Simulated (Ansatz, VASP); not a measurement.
**InSb3: VASP beside Ansatz**

Contents of INCAR:

```
PREC     = Accurate       # precision mode
ENCUT    = 520            # plane-wave cutoff, eV
EDIFF    = 1E-6           # SCF threshold, eV
ISMEAR   = 0              # smearing method
SIGMA    = 0.15           # smearing width, eV
LREAL    = F              # projectors in reciprocal space
LASPH    = T              # aspherical terms in the spheres
NELM     = 80             # most SCF steps
ALGO     = Normal         # electronic algorithm
ISIF     = 2              # what is computed and relaxed
LWAVE    = F              # write WAVECAR
LCHARG   = T              # write CHGCAR
GGA      = PS             # functional
IVDW     = 12             # dispersion correction
LELF     = T              # ELF
LVHAR    = T            
NBANDS   = 22             # bands
```

File KPOINTS:

```
Automatic mesh
0
Gamma
  12 12 12
```

The input POSCAR:

```
InSb3
1.0
    0.0000000000      3.6620664019      3.6620664019
    3.6620664019      0.0000000000      3.6620664019
    3.6620664019      3.6620664019      0.0000000000
In Sb
1 3
Direct
    0.0384072774      0.0384072774     -0.0384072774
    0.2500000000      0.2500000000      0.2500000000
    0.7500000000      0.7500000000      0.7500000000
    0.5000000000      0.5000000000      0.5000000000
```

Input for Ansatz:

```yaml
crystal:
  lattice:
    - [0.0, 3.6620664019, 3.6620664019]
    - [3.6620664019, 0.0, 3.6620664019]
    - [3.6620664019, 3.6620664019, 0.0]
  atoms:
    - { symbol: In, position: [0.0384072774, 0.0384072774, -0.0384072774] }
    - { symbol: Sb, position: [0.25, 0.25, 0.25] }
    - { symbol: Sb, position: [0.75, 0.75, 0.75] }
    - { symbol: Sb, position: [0.5, 0.5, 0.5] }
basis:
  ecutwfc: 420
kpoints:
  mp_grid: { grid: [12, 12, 12] }
hamiltonian:
  xc: pbesol
  dispersion: d3bj
scf:
  occupations: { method: gaussian, width: 0.15 }
output:
  forces: true
  stress: true
  eigenvalues: true
```

Alike in both runs: task single point; functional PBEsol; dispersion D3(BJ); k mesh 12 × 12 × 12; occupations gaussian, width 0.15 eV; no spin polarisation.

```csv
,VASP,Ansatz
version,VASP 6.6.1,Ansatz 0.2.0
potentials or method,"VASP PAW PBE potentials, release 64 (In_d, Sb), cutoff 520 eV","scalar-relativistic, plane waves, PAW"
valence electrons in the cell,28,58
```

Ansatz gave:

| Quantity | Value |
| --- | --- |
| gap on the k mesh at the Fermi level (eV) | none |
| pressure (GPa) | 1.2 |
| traceless stress, the component that is largest in VASP (GPa) | -0.36 |
| rms of the force components (eV/Å) | 0.320 |

Question: Which values does VASP return?

Answer: gap on the k mesh at the Fermi level (eV): none; pressure (GPa): 1.2; traceless stress, the component that is largest in VASP (GPa): -0.37; rms of the force components (eV/Å): 0.322.

VASP's potentials were made for PBE, not for PBEsol. Atom by atom the forces differ by 0.002 eV/Å (rms over components). A gap of «none» marks a metal or a gap that the smearing closes. VASP's potentials hold 28 valence electrons a cell and Ansatz's 58, so a difference there can come from the potentials and not from the codes.

Spin-orbit coupling is off throughout.
